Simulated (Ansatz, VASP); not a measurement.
**One calculation of SnSe, two programs**

```xyz
2
Lattice="0.0000 3.0547 3.0547 3.0547 0.0000 3.0547 3.0547 3.0547 0.0000" Properties=species:S:1:pos:R:3 pbc="T T T"
Sn    0.0000    0.0000    0.0000
Se    1.5273    1.5273    1.5273
```

Alike in both runs: task relaxation of cell and atoms; functional PBE; k mesh 11 × 11 × 11; occupations fermi-dirac, width 0.05 eV; no spin polarisation.

```csv
,VASP,Ansatz
version,VASP 6.6.1,Ansatz 0.2.0
potentials or method,"VASP PAW PBE potentials, release 64 (Sn_d, Se)","PAW with Ansatz's default frozen-core files, scalar-relativistic"
plane-wave cutoff (eV),500,420
valence electrons in the cell,20,30
```

|  | VASP | Ansatz | Ansatz less VASP |
| --- | --- | --- | --- |
| relaxed volume (Å³/atom) | 38.93 | 38.92 | -0.010 |
| relaxed cell length with the largest relative difference (Å) | 4.793 | 4.793 | -0.0004 |

VASP's potentials hold 20 valence electrons a cell and Ansatz's 30, so a difference there can come from the potentials and not from the codes.

Noted on VASP's run: the volume moved by over 15 % at a fixed basis, so the end points are rough.
